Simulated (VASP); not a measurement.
# WS (Pm-3m) in VASP: settings compared

The runs below take WS through single point, with PBEsol-based screened hybrid with 25 % exact exchange, PBE-based screened hybrid with 25 % exact exchange, HF, r2SCAN50.

Everything below comes from runs of VASP 6.6.1. Logs are shortened: lines on timing, memory, paths and dates and some standing lists are left out, and cuts for length are marked.

### 1 The cell of the first run

The structure is cubic, space group Pm-3m (No. 221). Conventional cell: a = 2.958 Å, b = 2.958 Å, c = 2.958 Å, α = 90.00°, β = 90.00°, γ = 90.00°. W (site symmetry m-3m) has 8 S at 2.56 Å and 6 W at 2.96 Å within 3.4 Å. S (site symmetry m-3m) has 8 W at 2.56 Å and 6 S at 2.96 Å within 3.4 Å.

### 2 Single point, PBEsol-based screened hybrid with 25 % exact exchange

POSCAR reads:

```
WS
1.0
    2.9575948237      0.0000000000      0.0000000000
    0.0000000000      2.9575948237      0.0000000000
    0.0000000000      0.0000000000      2.9575948237
W S
1 1
Direct
    0.5000000000      0.5000000000      0.5000000000
    0.0000000000      0.0000000000      0.0000000000
```

INCAR.step1 reads:

```
SYSTEM = WS
PREC = Accurate ; ENCUT = 520
EDIFF = 1E-5 ; ISMEAR = -1
SIGMA = 0.05 ; LREAL = .FALSE.
LASPH = .TRUE. ; NELM = 100
ALGO = Normal ; ISIF = 2
LWAVE = .TRUE. ; LCHARG = .FALSE.
NBANDS = 17 ; GGA = PE
```

INCAR.step2 reads:

```
SYSTEM = WS
PREC = Accurate ; ENCUT = 520
EDIFF = 1E-6 ; ISMEAR = -1
SIGMA = 0.05 ; LREAL = .FALSE.
LASPH = .TRUE. ; NELM = 100
ALGO = Normal ; ISIF = 2
LWAVE = .FALSE. ; LCHARG = .FALSE.
GGA = PS ; LHFCALC = .TRUE.
AEXX = 0.25 ; HFSCREEN = 0.207
PRECFOCK = Normal ; NBANDS = 17
ISTART = 1
```

KPOINTS reads:

```
Automatic mesh
0
G
  4 4 4
  0 0 0
```

Potentials or basis: VASP PAW PBE potentials, release 64 (W_sv, S).

On the command line:

```sh
cat potpaw_PBE.64/W_sv/POTCAR potpaw_PBE.64/S/POTCAR > POTCAR
cp INCAR.step1 INCAR
mpirun -np 1 vasp_std > vasp.out
cp INCAR.step2 INCAR
mpirun -np 1 vasp_std > vasp.out
```

OUTCAR:

```text
SYSTEM = WS
   PREC = Accurate
   ENCUT = 520
   EDIFF = 1E-6
   ISMEAR = -1
   LREAL = .FALSE.
   LASPH = .TRUE.
   NELM = 100
   ISIF = 2
   GGA = PS
   LHFCALC = .TRUE.
   AEXX = 0.25
   HFSCREEN = 0.207
   PRECFOCK = Normal
   ISTART = 1

 ion  position               nearest neighbor table
   1  0.500  0.500  0.500-   2 2.56   2 2.56   2 2.56   2 2.56   2 2.56   2 2.56   2 2.56   2 2.56

   2  0.000  0.000  0.000-   1 2.56   1 2.56   1 2.56   1 2.56   1 2.56   1 2.56   1 2.56   1 2.56

  LATTYP: Found a simple cubic cell.
 ALAT       =     2.9575948237

  Lattice vectors:

 A1 = (   2.9575948237,   0.0000000000,   0.0000000000)
 A2 = (   0.0000000000,   2.9575948237,   0.0000000000)
 A3 = (   0.0000000000,   0.0000000000,   2.9575948237)

Analysis of symmetry for initial positions (statically):
=====================================================================
 Subroutine PRICEL returns:
 Original cell was already a primitive cell.

 Routine SETGRP: Setting up the symmetry group for a
 simple cubic supercell.

 Subroutine GETGRP returns: Found 48 space group operations
 (whereof 48 operations were pure point group operations)
 out of a pool of 48 trial point group operations.

The static configuration has the point symmetry O_h .

Analysis of symmetry for dynamics (positions and initial velocities):
=====================================================================
 Subroutine PRICEL returns:
 Original cell was already a primitive cell.

 Routine SETGRP: Setting up the symmetry group for a
 simple cubic supercell.

 Subroutine GETGRP returns: Found 48 space group operations
 (whereof 48 operations were pure point group operations)
 out of a pool of 48 trial point group operations.

The dynamic configuration has the point symmetry O_h .

 Subroutine INISYM returns: Found 48 space group operations
 (whereof 48 operations are pure point group operations),
 and found     1 'primitive' translations

----------------------------------------------------------------------------------------

                                     Primitive cell

  volume of cell :      25.8712

  direct lattice vectors                    reciprocal lattice vectors
     2.957594824  0.000000000  0.000000000     0.338112574  0.000000000  0.000000000
     0.000000000  2.957594824  0.000000000     0.000000000  0.338112574  0.000000000
     0.000000000  0.000000000  2.957594824     0.000000000  0.000000000  0.338112574

  length of vectors
     2.957594824  2.957594824  2.957594824     0.338112574  0.338112574  0.338112574

  position of ions in fractional coordinates (direct lattice)
     0.500000000  0.500000000  0.500000000
     0.000000000  0.000000000  0.000000000

  ion indices of the primitive-cell ions
   primitive index   ion index
                 1           1
                 2           2

----------------------------------------------------------------------------------------

 KPOINTS: Automatic mesh

Automatic generation of k-mesh.
 Grid dimensions read from file:
 generate k-points for:    4    4    4

 Generating k-lattice:

  Cartesian coordinates                     Fractional coordinates (reciprocal lattice)
     0.084528144  0.000000000  0.000000000     0.250000000  0.000000000  0.000000000
     0.000000000  0.084528144  0.000000000     0.000000000  0.250000000  0.000000000
     0.000000000  0.000000000  0.084528144     0.000000000  0.000000000  0.250000000

  Length of vectors
     0.084528144  0.084528144  0.084528144

  Shift w.r.t. Gamma in fractional coordinates (k-lattice)
     0.000000000  0.000000000  0.000000000

 Subroutine IBZKPT returns following result:
 ===========================================

 Found     10 irreducible k-points:

 Following reciprocal coordinates:
            Coordinates               Weight
  0.000000  0.000000  0.000000      1.000000
  0.250000  0.000000  0.000000      6.000000
  0.500000  0.000000  0.000000      3.000000
  0.250000  0.250000  0.000000     12.000000
  0.500000  0.250000  0.000000     12.000000
  0.500000  0.500000  0.000000      3.000000
  0.250000  0.250000  0.250000      8.000000
  0.500000  0.250000  0.250000     12.000000
  0.500000  0.500000  0.250000      6.000000
  0.500000  0.500000  0.500000      1.000000
   k-points           NKPTS =     10   k-points in BZ     NKDIM =     64   number of bands    NBANDS=     17
   number of dos      NEDOS =    301   number of ions     NIONS =      2
   total plane-waves  NPLWV =  13824
   dimension x,y,z NGX =    24 NGY =   24 NGZ =   24
   dimension x,y,z NGXF=    48 NGYF=   48 NGZF=   48
   ions per type =               1   1
   NGX,Y,Z   is equivalent  to a cutoff of  13.49, 13.49, 13.49 a.u.
   NGXF,Y,Z  is equivalent  to a cutoff of  26.98, 26.98, 26.98 a.u.
 SYSTEM =  WS
   PREC   = accura    normal or accurate (medium, high low for compatibility)
   ISTART =      1    job   : 0-new  1-cont  2-samecut
   ICHARG =      0    charge: 1-file 2-atom 10-const
   ISPIN  =      1    spin polarized calculation?
   LNONCOLLINEAR =      F non collinear calculations
   LSORBIT =      F    spin-orbit coupling
   LASPH  =      T    aspherical Exc in radial PAW
   ENCUT  =  520.0 eV  38.22 Ry    6.18 a.u.   5.50  5.50  5.50*2*pi/ulx,y,z
   NELM   =    100;   NELMIN=  2; NELMDL=  0     # of ELM steps
   EDIFF  = 0.1E-05   stopping-criterion for ELM
   LREAL  =      F    real-space projection
   EDIFFG = 0.1E-04   stopping-criterion for IOM
   NSW    =      0    number of steps for IOM
   IBRION =     -1    ionic relax: 0-MD 1-quasi-New 2-CG
   NFREE  =      0    steps in history (QN), initial steepest desc. (CG)
   ISIF   =      2    stress and relaxation
   ISYM   =      3    0-nonsym 1-usesym 2-fastsym
   POTIM  = 0.5000    time-step for ionic-motion
   TEBEG  =    0.0;   TEEND  =   0.0 temperature during run
   PSTRESS=    0.0 pullay stress
   NELECT =      20.0000    total number of electrons
   NUPDOWN=      -1.0000    fix difference up-down
   EMIN   =  10.00;   EMAX   =-10.00  energy-range for DOS
   EFERMI =   0.00;   METHOD = LEGACY
   ISMEAR =    -1;   SIGMA  =   0.05  broadening in eV -4-tet -1-fermi 0-gaus
   EFERMI_NEDOS =   21; number of points for ismear=-14 and -15
   IALGO  =     38    algorithm
   IMIX   =      1    mixing-type and parameters
     AMIX     =   0.40;   BMIX     =  1.00
     AMIX_MAG =   1.60;   BMIX_MAG =  1.00
  volume/ion in A,a.u.               =      12.94        87.29
  Fermi-wavevector in a.u.,A,eV,Ry     =   1.502494  2.839302 30.715002  2.257489
  Thomas-Fermi vector in A             =   2.613727
   LORBIT       =      0    0 simple, 1 ext, 2 COOP (PROOUT), +10 PAW based schemes
   GGA     = PS    functional components
   LHFCALC =     T    Hartree Fock is set to
   PRECFOCK=normal    Normal, Fast or Accurate (Low or Medium for compatibility)
   ENCUT4O =  -1.0   cutoff for four orbital integrals eV
   NKREDX  =     1    reduce k-point grid by
   NKREDY  =     1    reduce k-point grid by
   NKREDZ  =     1    reduce k-point grid by
   AEXX    =    0.2500 exact exchange contribution
   HFSCREEN=    0.2070 screening length (either q_TF or 0.3 A-1)
   HFSCREENC=   0.2070 screening length for correlation (either q_TF or 0.3 A-1)
   ENCUTFOCK=  -1.0 apply spherical cutoff to Coloumb kernel
   IVDW    =     0    specifies the selected vdW correction
   LEPSILON=     F    determine dielectric tensor
   LRPA    =     F    only Hartree local field effects (RPA)
 non-spin polarized calculation
  energy-cutoff  :      520.00
  volume of cell :       25.87
 maximum number of plane-waves:       739
 NGX is ok and might be reduce to    24
  NGX = 18; NGY = 18; NGZ = 18

 number of electron      20.0000006 magnetization

 Free energy of the ion-electron system (eV)
  ---------------------------------------------------
  ext. energy  EPLUGINS =         0.00000000
  ---------------------------------------------------
  free energy    TOTEN  =       -20.62544887 eV

  energy without entropy =      -20.60960752  energy(sigma->0) =      -20.61752819

 E-fermi :  13.3172     XC(G=0): -11.0710

 val. band max:       13.2696226297   @ k =   0.5000   0.2500   0.0000
 cond. band min:      13.7361620395   @ k =   0.5000   0.5000   0.2500
 fundamental gap:      0.4665394098
 Fermi energy:        13.3172136755

 k-point     1 :       0.0000    0.0000    0.0000
  band No.  band energies     occupation
      1     -65.0789      2.00000
      2     -27.7186      2.00000
      3     -27.7186      2.00000
      4     -27.7186      2.00000
      5      -6.8724      2.00000
      6       7.6573      2.00000
[... 9 lines left out ...]
     16      23.9738      0.00000
     17      32.0750      0.00000

 k-point     2 :       0.2500    0.0000    0.0000
  band No.  band energies     occupation
      1     -65.0648      2.00000
      2     -28.0209      2.00000
      3     -27.6899      2.00000
      4     -27.6899      2.00000
      5      -5.7516      2.00000
      6       4.2977      2.00000
[... 9 lines left out ...]
     16      26.1864      0.00000
     17      26.1901      0.00000

 k-point     3 :       0.5000    0.0000    0.0000
  band No.  band energies     occupation
      1     -65.0507      2.00000
      2     -28.3116      2.00000
      3     -27.6622      2.00000
      4     -27.6622      2.00000
      5      -4.0200      2.00000
      6       1.0893      2.00000
[... 9 lines left out ...]
     16      22.1307      0.00000
     17      22.1307      0.00000

 k-point     4 :       0.2500    0.2500    0.0000
  band No.  band energies     occupation
      1     -65.0509      2.00000
      2     -27.9945      2.00000
      3     -27.9724      2.00000
      4     -27.6624      2.00000
      5      -4.9639      2.00000
      6       4.2881      2.00000
[... 9 lines left out ...]
     16      24.9104      0.00000
     17      25.1175      0.00000
[... 63 lines left out ...]
      1     -65.0230      2.00000
      2     -28.2252      2.00000
      3     -27.9192      2.00000
      4     -27.9084      2.00000
      5      -3.5158      2.00000
      6       3.2262      2.00000
[... 9 lines left out ...]
     16      22.5403      0.00000
     17      24.6604      0.00000

 k-point     9 :       0.5000    0.5000    0.2500
  band No.  band energies     occupation
      1     -65.0090      2.00000
      2     -28.1839      2.00000
      3     -28.1839      2.00000
      4     -27.8819      2.00000
      5      -2.9938      2.00000
      6       3.6903      2.00000
[... 9 lines left out ...]
     16      23.0814      0.00000
     17      28.3206      0.00000

 k-point    10 :       0.5000    0.5000    0.5000
  band No.  band energies     occupation
      1     -64.9949      2.00000
      2     -28.1477      2.00000
      3     -28.1477      2.00000
      4     -28.1477      2.00000
      5      -1.3618      2.00000
      6       2.7551      2.00000
[... 9 lines left out ...]
     16      20.3317      0.00000
     17      24.7061      0.00000

------------------------ aborting loop because EDIFF is reached ----------------------------------------

  FORCE on cell =-STRESS in cart. coord.  units (eV):
  Direction    XX          YY          ZZ          XY          YZ          ZX
  --------------------------------------------------------------------------------------
  -------------------------------------------------------------------------------------
  Total       -0.0575938     -0.0575938     -0.0575938      0.0000000     -0.0000000      0.0000000
  in kB       -3.5667309     -3.5667309     -3.5667309      0.0000000     -0.0000000      0.0000000
  external PRESSURE =      -3.5667309 kB  Pullay stress =       0.0000000 kB

 VOLUME and BASIS-vectors are now :
 -----------------------------------------------------------------------------
  energy-cutoff  :      520.00
  volume of cell :       25.87
      direct lattice vectors                 reciprocal lattice vectors
     2.957594824  0.000000000  0.000000000     0.338112574  0.000000000  0.000000000
     0.000000000  2.957594824  0.000000000     0.000000000  0.338112574  0.000000000
     0.000000000  0.000000000  2.957594824     0.000000000  0.000000000  0.338112574

 POSITION                                       TOTAL-FORCE (eV/Angst)
 -----------------------------------------------------------------------------------
      1.47880      1.47880      1.47880         0.000000      0.000000      0.000000
      0.00000      0.00000      0.00000         0.000000      0.000000      0.000000
 -----------------------------------------------------------------------------------
    total drift:                                0.000006     -0.000004     -0.000001

  FREE ENERGIE OF THE ION-ELECTRON SYSTEM (eV)
  ---------------------------------------------------
  free  energy   TOTEN  =       -20.6254488665 eV

  energy  without entropy=      -20.6096075219  energy(sigma->0) =      -20.61752819
```

It took 4.2 min on 1 thread of AMD EPYC 7R13 (Zen 3), shared host; peak memory 0.22 GiB.

What came out:

- Free energy: -20.6254 eV
- Pressure: -0.4 GPa
- Band gap on the k mesh: zero (bands 10 and 11 overlap by 4.20 eV)

Caveat: the k points lie up to 0.53 Å⁻¹ apart, too coarse for converged energies and pressures of a metal; the PAW data sets were made with another functional, which shifts forces and pressure a little; spin-orbit coupling is left out, which moves the levels of the heavy elements.

(Continued in part 2 of 3.)

The gap in the log of VASP goes by the Fermi energy; the results here count the filled bands.